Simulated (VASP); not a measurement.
## Si: single point with HSE06

Si:

```xyz
2
Lattice="-2.3230 2.3230 1.3021 2.3230 -2.3230 1.3021 2.3230 2.3230 -1.3021" Properties=species:S:1:pos:R:3 pbc="T T T"
Si    0.0000    0.0000    1.3021
Si    2.3230    0.0000    0.6511
```

```json
{
  "Program": "VASP 6.6.1",
  "Task": "single point",
  "Functional": "HSE06",
  "Potentials or basis": "VASP PAW PBE potentials, release 64 (Si)",
  "Cutoff": "520 eV",
  "k mesh": "8 × 8 × 8",
  "Occupations": "fermi-dirac, width 0.05 eV",
  "Spin": "no spin polarisation"
}
```

```json
{"Pressure": "10.0 GPa", "Band gap on the k mesh": "zero (bands 4 and 5 overlap by 6.36 eV)"}
```

Stress tensor (GPa, compression positive):
```
 9.86  0.00  0.00
 0.00  9.86  0.00
 0.00  0.00 10.40
```

Levels at points of the mesh, in eV from the Fermi level:
```csv
k point,band 1,band 2,band 3,band 4,band 5,band 6,band 7,band 8
"(0.00, 0.00, 0.00)",-16.38,-3.12,-3.12,-1.63,1.56,8.56,10.67,10.67
"(0.50, 0.00, 0.00)",-9.12,-8.33,-2.67,-2.41,-1.52,1.05,5.49,6.28
"(0.50, 0.50, 0.00)",-12.71,-12.71,0.34,0.34,3.27,3.27,9.47,9.47
"(0.50, 0.50, 0.50)",-9.68,-9.68,-8.36,-8.36,6.33,6.33,15.52,15.52
```

Wall time 39 min on 1 thread of Intel(R) Xeon(R) 6975P-C (Granite Rapids) (shared host), peak memory 0.27 GiB.

Caveat: the cell stands under pressure; the PAW data sets were made with another functional, which shifts forces and pressure a little.
